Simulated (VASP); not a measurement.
Wanted: the native input for a VASP 6.6.1 run.

```yaml
Task: single point
Functional: PBE-based screened hybrid
Potentials_or_basis: VASP PAW PBE potentials, release 64 (Se, Zn)
Cutoff: 520 eV
k_mesh: 4 × 4 × 4
Occupations: fermi-dirac, width 0.05 eV
Spin: no spin polarisation
Dipole_correction: no
Grid_for_exact_exchange_PRECFOCK: Normal
Share_of_exact_exchange: 0.25
Further_INCAR_settings: ALGO = Normal; EDIFF = 1e-06; NBANDS = 16
Screening_parameter: 0.3 1/Å
```

ZnSe (Stilleite):

```
Se Zn
1.0
     0.00000    2.83380    2.83380
     2.83380    0.00000    2.83380
     2.83380    2.83380    0.00000
Se Zn
1 1
Direct
  0.75000 0.75000 0.75000
  0.00000 0.00000 0.00000
```

The input as run:

POSCAR

```
ZnSe
1.0
    0.0000000000      2.8338000000      2.8338000000
    2.8338000000      0.0000000000      2.8338000000
    2.8338000000      2.8338000000      0.0000000000
Se Zn
1 1
Direct
    0.7500000000      0.7500000000      0.7500000000
    0.0000000000      0.0000000000      0.0000000000
```

INCAR.step1

```
SYSTEM = ZnSe
ALGO = Normal
EDIFF = 1E-5
ENCUT = 520
GGA = PE
ISIF = 2
ISMEAR = -1
LASPH = .TRUE.
LCHARG = .FALSE.
LREAL = .FALSE.
LWAVE = .TRUE.
NBANDS = 16
NELM = 100
PREC = Accurate
SIGMA = 0.05
```

INCAR.step2

```
SYSTEM = ZnSe
AEXX = 0.25
ALGO = Normal
EDIFF = 1E-6
ENCUT = 520
GGA = PE
HFSCREEN = 0.3
ISIF = 2
ISMEAR = -1
ISTART = 1
LASPH = .TRUE.
LCHARG = .FALSE.
LHFCALC = .TRUE.
LREAL = .FALSE.
LWAVE = .FALSE.
NBANDS = 16
NELM = 100
PREC = Accurate
PRECFOCK = Normal
SIGMA = 0.05
```

KPOINTS

```
k-points
0
G
  4 4 4
  0 0 0
```

Potentials or basis: VASP PAW PBE potentials, release 64 (Se, Zn).

Run with:

```console
$ cat potpaw_PBE.64/Se/POTCAR potpaw_PBE.64/Zn/POTCAR > POTCAR
$ cp INCAR.step1 INCAR
$ mpirun -np 1 vasp_std > vasp.out
$ cp INCAR.step2 INCAR
$ mpirun -np 1 vasp_std > vasp.out
```

Results of the run:

| Item | Value |
| --- | --- |
| Pressure | 1.6 GPa |
| Band gap on the k mesh | 2.23 eV, direct |

Caveat: the k points lie up to 0.48 Å⁻¹ apart; the PAW data sets were made with another functional, which shifts forces and pressure a little.

It took 8.1 min on 1 thread of Intel Xeon 6975P-C, on a shared host, peak memory 0.28 GiB.
